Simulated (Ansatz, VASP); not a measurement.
**One calculation of BaTe, two programs**

The input INCAR:

```
PREC = Accurate ; ENCUT = 520
EDIFF = 1E-6 ; ISMEAR = -1
SIGMA = 0.05 ; LREAL = F
LASPH = T ; NELM = 100
ALGO = Normal ; ISIF = 2
LWAVE = F ; LCHARG = F
GGA = PE ; NBANDS = 15
```

File KPOINTS:

```
regular mesh
0
Gamma
  7 7 7
```

File POSCAR:

```
BaTe
1.0
    0.0000000000      3.4768797245      3.4768797245
    3.4768797245      0.0000000000      3.4768797245
    3.4768797245      3.4768797245      0.0000000000
Ba Te
1 1
Direct
    0.0000000000      0.0000000000      0.0000000000
    0.5000000000      0.5000000000      0.5000000000
```

File input.yaml:

```yaml
crystal:
  lattice:
    - [0.0, 3.4768797245, 3.4768797245]
    - [3.4768797245, 0.0, 3.4768797245]
    - [3.4768797245, 3.4768797245, 0.0]
  atoms:
    - { symbol: Ba, position: [0.0, 0.0, 0.0] }
    - { symbol: Te, position: [0.5, 0.5, 0.5] }
hamiltonian:
  xc: pbe
  pseudopotentials: { kind: paw }
kpoints:
  mp_grid: { grid: [7, 7, 7] }
scf:
  occupations: { method: fermi_dirac, width: 0.05 }
output:
  forces: true
  stress: true
  eigenvalues: true
  write_density: true
  write_potential: true
  elf: true
  volumetric_format: npy
```

Alike in both runs: task single point; functional PBE; k mesh 7 × 7 × 7; occupations fermi-dirac, width 0.05 eV; no spin polarisation.

|  | VASP | Ansatz |
| --- | --- | --- |
| version | VASP 6.6.1 | Ansatz 0.2.0 |
| potentials or method | VASP PAW PBE potentials, release 64 (Ba_sv, Te) | Ansatz PAW |
| plane-wave cutoff (eV) | 520 | 420 |
| valence electrons in the cell | 16 | 26 |

```tsv
	VASP	Ansatz	Ansatz less VASP
gap on the k mesh at the Fermi level (eV)	1.52	1.61	+0.086
least direct gap on the mesh (eV)	1.91	1.96	+0.053
pressure (GPa)	1.9	1.5	-0.35
```

VASP's potentials hold 16 valence electrons a cell and Ansatz's 26, so a difference there can come from the potentials and not from the codes.

Neither program's run includes spin-orbit coupling. Noted on Ansatz's run: odd divisions of the mesh miss points on the zone boundary, where band edges often lie, so the gap on the mesh can be too wide.
